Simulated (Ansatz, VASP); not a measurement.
Cu in VASP and in Ansatz

```
Cu
1.0
    -1.28340    1.28340    1.81405
     1.28340   -1.28340    1.81405
     1.28340    1.28340   -1.81405
Cu
1
Direct
  0.50000 0.50000 0.00000
```

Alike in both runs: functional PBE; k mesh 30 × 30 × 30; occupations gaussian, width 0.1 eV; no spin polarisation.

Ansatz relaxed the structure, and its values are those at the end. VASP's run is a single point on that final structure, the one shown.

|  | VASP | Ansatz |
| --- | --- | --- |
| version | VASP 6.6.1 | Ansatz 0.2.0 |
| potentials or method | VASP PAW PBE potentials, release 64 (Cu), cutoff 520 eV | scalar-relativistic, plane waves, PAW |
| valence electrons in the cell | 11 | 19 |

Ansatz gave:

```
gap on the k mesh at the Fermi level (eV) : none
pressure (GPa)                            : 0.0
```

Task: What did VASP give for the same quantities?

Result: gap on the k mesh at the Fermi level (eV): none; pressure (GPa): 0.5.

A gap of «none» marks a metal or a gap that the smearing closes. VASP's potentials hold 11 valence electrons a cell and Ansatz's 19, so a difference there can come from the potentials and not from the codes.
